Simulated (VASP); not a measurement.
# In6O (P-31m) in VASP: further runs, part 2 of 2

VASP 6.6.1. Earlier steps stand in the parts before.

### 4 Relaxation of cell and atoms, PBE

This run uses another cell than the first one, of 24.40 Å³/atom, 0.971 times its volume.

Contents of INCAR:

```
SYSTEM = In6O
  PREC = Accurate
  ENCUT = 600
  EDIFF = 1E-6
  ISMEAR = 0
  SIGMA = 0.2
  LREAL = .FALSE.
  LASPH = .TRUE.
  NELM = 60
  ALGO = Normal
  ISIF = 3
  LWAVE = .FALSE.
  LCHARG = .FALSE.
  GGA = PE
  IBRION = 2
  NSW = 36
  EDIFFG = -0.08
```

Contents of KPOINTS:

```
Automatic mesh
0
G
  3 3 4
  0 0 0
```

Contents of POSCAR:

```
In6O
1.0
    6.7010378300      0.0000000000      0.0000000000
   -3.3505189200      5.8032690000      0.0000000000
    0.0000000000      0.0000000000      4.3929545100
In O
6 1
Direct
    0.3037152500      0.0000000000      0.8171795500
    0.0000000000      0.3037152500      0.8171795500
    0.6962847500      0.6962847500      0.8171795500
    0.0000000000      0.6962847500      0.1828204500
    0.6962847500      0.0000000000      0.1828204500
    0.3037152500      0.3037152500      0.1828204500
    0.0000000000      0.0000000000      0.5000000000
```

On the command line:

```sh
> cat potpaw_PBE.64/In_d/POTCAR potpaw_PBE.64/O/POTCAR > POTCAR
> mpirun -np 1 vasp_std > vasp.out
```

It took 21 min on 1 thread of Intel Xeon 6975P-C (Granite Rapids), shared host; peak memory 0.36 GiB.

Results (log left out):

* Free energy: -21.7179 eV
* Relaxed volume: 25.10 Å³/atom
* Relaxed cell: a = 6.270 Å, b = 6.270 Å, c = 5.160 Å, α = 90.00°, β = 90.00°, γ = 120.00°
* Space group after relaxing (to 0.05 Å): P-31m (No. 162)
* Energy gained by relaxing: 492.5 meV/atom
* Ionic steps: 19
* Pressure after relaxing: -0.2 GPa
* Largest force after relaxing: 0.058 eV/Å
* Band gap on the k mesh: zero (band 42 reaches 6.83 eV, above the bottom of band 43 at 6.30 eV)

Forces on the atoms (eV/Å):
```
In   0.002  0.000  0.058
In  -0.001  0.001  0.058
In  -0.001 -0.001  0.058
In   0.001 -0.001 -0.058
In  -0.002  0.000 -0.058
In   0.001  0.001 -0.058
O    0.000  0.000  0.000
```

Stress tensor (GPa, compression positive):
```
-0.31  0.00  0.00
 0.00 -0.31  0.00
 0.00  0.00  0.03
```

Step by step:
```
step  energy change (eV)  largest force (eV/Å)  pressure (GPa)  volume (Å³)
   1              0.0000                3.8600           10.38       170.83
   2             -2.4760                0.7445           -3.55       213.00
   3             -2.5031                0.8901           -2.85       206.98
   4             -2.9237                0.5998           -1.72       195.57
   5             -3.1385                0.3865            0.97       179.99
   6             -3.1433                0.3331            0.50       182.21
   7             -3.1435                0.3410            0.57       181.74
   8             -3.1930                0.2414            0.13       182.62
   9             -3.2323                0.2058           -0.47       184.02
  10             -3.2371                0.2178           -0.74       184.62
  11             -3.2910                0.2019           -0.36       180.71
  12             -3.3583                0.1420            0.43       173.97
  13             -3.2527                0.2712            3.33       160.17
  14             -3.3872                0.1223            1.11       169.87
  15             -3.4168                0.1610            0.53       170.88
  16             -3.4170                0.1733            0.47       170.98
  17             -3.4295                0.1448            0.15       172.64
  18             -3.4398                0.0835           -0.56       176.74
  19             -3.4478                0.0578           -0.20       175.68
```

Final structure:
```yaml
crystal:
  lattice:
    - [6.27032, 0.00000, 0.00000]
    - [-3.13516, 5.43026, 0.00000]
    - [0.00000, 0.00000, 5.15965]
  atoms:
    - { symbol: In, position: [0.33562, 0.00000, 0.75278] }
    - { symbol: In, position: [0.00000, 0.33562, 0.75278] }
    - { symbol: In, position: [0.66438, 0.66438, 0.75278] }
    - { symbol: In, position: [0.00000, 0.66438, 0.24722] }
    - { symbol: In, position: [0.66438, 0.00000, 0.24722] }
    - { symbol: In, position: [0.33562, 0.33562, 0.24722] }
    - { symbol: O, position: [0.00000, 0.00000, 0.50000] }
```

Levels at points of the mesh, in eV from the Fermi level:
| k point | band 38 | band 39 | band 40 | band 41 | band 42 | band 43 | band 44 | band 45 | band 46 | band 47 |
| --- | --- | --- | --- | --- | --- | --- | --- | --- | --- | --- |
| (0.00, 0.00, 0.00) | -2.49 | -2.09 | -1.71 | -1.56 | -1.56 | -0.05 | 2.15 | 2.15 | 2.24 | 2.24 |
| (0.00, 0.00, 0.50) | -3.22 | -2.57 | -2.57 | -1.69 | -1.69 | -0.50 | -0.43 | 0.90 | 0.90 | 1.16 |

Caveat: the k points lie up to 0.39 Å⁻¹ apart in the final cell; spin-orbit coupling is left out, which moves the levels of the heavy elements; the relaxation stopped at a loose force limit of 0.08 eV/Å, so its end isn't a converged minimum.

### 5 Relaxation of cell and atoms, PBE

This run uses another cell than the first one, of 26.12 Å³/atom, 1.039 times its volume.

Contents of INCAR:

```
ALGO = Normal ; EDIFF = 1E-6
EDIFFG = -0.08 ; ENCUT = 600
GGA = PE ; IBRION = 2
ISIF = 3 ; ISMEAR = 0
LASPH = True ; LCHARG = False
LREAL = False ; LWAVE = False
NELM = 100 ; NSW = 36
PREC = Accurate ; SIGMA = 0.2
```

Contents of KPOINTS:

```
k-points
0
Gamma
  3 3 3
```

Contents of POSCAR:

```
In6O
1.0
    6.1075772300      0.0000000000      0.0000000000
   -3.0537886200      5.2893170400      0.0000000000
    0.0000000000      0.0000000000      5.6598198000
In O
6 1
Direct
    0.6688615100      0.6688615100      0.2607338700
    0.0000000000      0.6688615100      0.7392661300
    0.6688615100      0.0000000000      0.7392661300
    0.3311384900      0.3311384900      0.7392661300
    0.0000000000      0.3311384900      0.2607338700
    0.3311384900      0.0000000000      0.2607338700
    0.0000000000      0.0000000000      0.0000000000
```

Potentials or basis: VASP PAW PBE potentials, release 64 (In_d, O).

On the command line:

```sh
> cat potpaw_PBE.64/In_d/POTCAR potpaw_PBE.64/O/POTCAR > POTCAR
> mpirun -np 1 vasp_std > vasp.out
```

OUTCAR:

```text
EDIFF = 1E-6
   EDIFFG = -0.08
   ENCUT = 600
   GGA = PE
   IBRION = 2
   ISIF = 3
   ISMEAR = 0
   LASPH = True
   LREAL = False
   NELM = 100
   NSW = 36
   PREC = Accurate

 ion  position               nearest neighbor table
   1  0.669  0.669  0.261-   7 2.50   2 3.38   3 3.38   4 3.40   6 3.50   5 3.50   5 3.54   6 3.54
                             5 3.54   6 3.54   2 3.58   3 3.58   4 3.60
   2  0.000  0.669  0.739-   7 2.50   1 3.38   6 3.38   5 3.40   3 3.50   4 3.50   3 3.54   4 3.54
                             4 3.54   3 3.54   1 3.58   6 3.58   5 3.60
   3  0.669  0.000  0.739-   7 2.50   5 3.38   1 3.38   6 3.40   4 3.50   2 3.50   2 3.54   4 3.54
                             4 3.54   2 3.54   5 3.58   1 3.58   6 3.60
   4  0.331  0.331  0.739-   7 2.50   5 3.38   6 3.38   1 3.40   3 3.50   2 3.50   2 3.54   3 3.54
                             2 3.54   3 3.54   5 3.58   6 3.58   1 3.60
   5  0.000  0.331  0.261-   7 2.50   4 3.38   3 3.38   2 3.40   6 3.50   1 3.50   6 3.54   1 3.54
                             1 3.54   6 3.54   4 3.58   3 3.58   2 3.60
   6  0.331  0.000  0.261-   7 2.50   2 3.38   4 3.38   3 3.40   1 3.50   5 3.50   5 3.54   1 3.54
                             1 3.54   5 3.54   2 3.58   4 3.58   3 3.60
   7  0.000  0.000  0.000-   3 2.50   6 2.50   4 2.50   1 2.50   5 2.50   2 2.50
[... 358 lines left out ...]
      5      -7.6492      2.00000
      6      -7.6492      2.00000
[... 441 lines left out ...]
--------------------------------------- Ionic step        7  -------------------------------------------

 number of electron      83.9999995 magnetization

 Free energy of the ion-electron system (eV)
  ---------------------------------------------------
  ext. energy  EPLUGINS =         0.00000000
  ---------------------------------------------------
  free energy    TOTEN  =       -21.98244857 eV

  energy without entropy =      -21.95137732  energy(sigma->0) =      -21.96691295

 E-fermi :   6.8381     XC(G=0):  -9.9116

 val. band max:        6.2629653775   @ k =   0.3333  -0.0000   0.3333
 cond. band min:       6.8889467400   @ k =   0.3333   0.3333   0.3333
 fundamental gap:      0.6259813625
 Fermi energy:         6.8381228996

 k-point     1 :       0.0000    0.0000    0.0000
  band No.  band energies     occupation
      1     -11.9974      2.00000
      2      -8.0584      2.00000
      3      -8.0551      2.00000
      4      -8.0520      2.00000
      5      -8.0007      2.00000
      6      -8.0007      2.00000
[... 394 lines left out ...]
  FREE ENERGIE OF THE ION-ELECTRON SYSTEM (eV)
  ---------------------------------------------------
  free  energy   TOTEN  =       -21.9824485725 eV

  energy  without entropy=      -21.9513773208  energy(sigma->0) =      -21.96691295

 reached required accuracy - stopping structural energy minimisation
```

CONTCAR:

```text
In6O
   1.00000000000000
     5.8426910659920912    0.0000000002571922   -0.0000000000000000
    -2.9213455375564599    5.0599188922997493    0.0000000000000000
    -0.0000000000000000   -0.0000000000000000    6.0078302134624879
  In              O
     6     1
Direct
     0.6662400432583958    0.6662400432584326    0.2467561274089774
     0.0000000000000022    0.6662400432584671    0.7532438725910224
     0.6662400432583937    0.9999999999999654    0.7532438725910224
     0.3337599567416041    0.3337599567415674    0.7532438725910224
     0.9999999999999979    0.3337599567415328    0.2467561274089774
     0.3337599567416064    0.0000000000000346    0.2467561274089774
     0.0000000000000000    0.0000000000000000    0.0000000000000000

  0.00000000E+00  0.00000000E+00  0.00000000E+00
  0.00000000E+00  0.00000000E+00  0.00000000E+00
  0.00000000E+00  0.00000000E+00  0.00000000E+00
  0.00000000E+00  0.00000000E+00  0.00000000E+00
  0.00000000E+00  0.00000000E+00  0.00000000E+00
  0.00000000E+00  0.00000000E+00  0.00000000E+00
  0.00000000E+00  0.00000000E+00  0.00000000E+00
```

It took 5.9 min on 1 thread of Intel Xeon 6975P-C (Granite Rapids), shared host; peak memory 0.38 GiB.

What came out:

- Free energy: -21.9824 eV
- Relaxed volume: 25.37 Å³/atom
- Relaxed cell: a = 5.843 Å, b = 5.843 Å, c = 6.008 Å, α = 90.00°, β = 90.00°, γ = 120.00°
- Space group after relaxing (to 0.05 Å): P-31m (No. 162)
- Energy gained by relaxing: 41.1 meV/atom
- Ionic steps: 7
- Pressure after relaxing: -0.2 GPa
- Largest force after relaxing: 0.043 eV/Å
- Band gap on the k mesh: zero (band 42 reaches 7.41 eV, above the bottom of band 43 at 6.04 eV)

Forces in eV/Å, atoms in the order of the input:
```
In  -0.021 -0.036  0.012
In   0.021 -0.036 -0.012
In  -0.041  0.000 -0.012
In   0.021  0.036 -0.012
In  -0.021  0.036  0.012
In   0.041  0.000  0.012
O    0.000  0.000  0.000
```

Step by step:
```csv
step,energy change (eV),largest force (eV/Å),pressure (GPa),volume (Å³)
1,0.0000,0.4121,-1.23,182.84
2,-0.0931,0.3118,-0.14,177.55
3,-0.1382,0.2446,1.51,171.25
4,-0.1974,0.2151,1.48,171.34
5,-0.2456,0.2699,1.61,171.37
6,-0.2850,0.0982,0.27,175.92
7,-0.2877,0.0429,-0.19,177.61
```

Final structure:
```yaml
crystal:
  lattice:
    - [5.84269, 0.00000, 0.00000]
    - [-2.92135, 5.05992, 0.00000]
    - [0.00000, 0.00000, 6.00783]
  atoms:
    - { symbol: In, position: [0.66624, 0.66624, 0.24676] }
    - { symbol: In, position: [0.00000, 0.66624, 0.75324] }
    - { symbol: In, position: [0.66624, 0.00000, 0.75324] }
    - { symbol: In, position: [0.33376, 0.33376, 0.75324] }
    - { symbol: In, position: [0.00000, 0.33376, 0.24676] }
    - { symbol: In, position: [0.33376, 0.00000, 0.24676] }
    - { symbol: O, position: [0.00000, 0.00000, 0.00000] }
```

Caveat: the k points lie up to 0.41 Å⁻¹ apart in the final cell; spin-orbit coupling is left out, which moves the levels of the heavy elements; the relaxation stopped at a loose force limit of 0.08 eV/Å, so its end isn't a converged minimum.

### 6 The runs side by side

```tsv
task	cell	k mesh	cutoff (eV)	gap on the mesh (eV)	pressure (GPa)	relaxed volume (Å³/atom)	largest force (eV/Å)
single point	a = 5.804, b = 5.804, c = 6.032 Å, angles 90.0, 90.0, 120.0°, 7 atoms	3 × 3 × 3	520	none	0.0	-	0.07
single point	a = 6.240, b = 6.240, c = 5.150 Å, angles 90.0, 90.0, 120.0°, 7 atoms	3 × 3 × 4	520	none	0.2	-	0.02
relaxation of cell and atoms	relaxed from a = 6.701, b = 6.701, c = 4.393 Å, angles 90.0, 90.0, 120.0°, 7 atoms	3 × 3 × 4	600	none	-0.2	25.10	0.06
relaxation of cell and atoms	relaxed from a = 6.108, b = 6.108, c = 5.660 Å, angles 90.0, 90.0, 120.0°, 7 atoms	3 × 3 × 3	600	none	-0.2	25.37	0.04
```

Alike in all rows: level PBE; potentials or basis VASP PAW PBE potentials, release 64 (In_d, O); no spin polarisation; smearing gaussian 0.2 eV.

Caveats: all runs use coarse meshes; spin-orbit coupling is left out, which moves the levels of the heavy elements; the relaxation stopped at a loose force limit of 0.08 eV/Å, so its end isn't a converged minimum (some runs).

Total energies depend on the potentials used, so only differences within one code and one set of settings carry meaning.
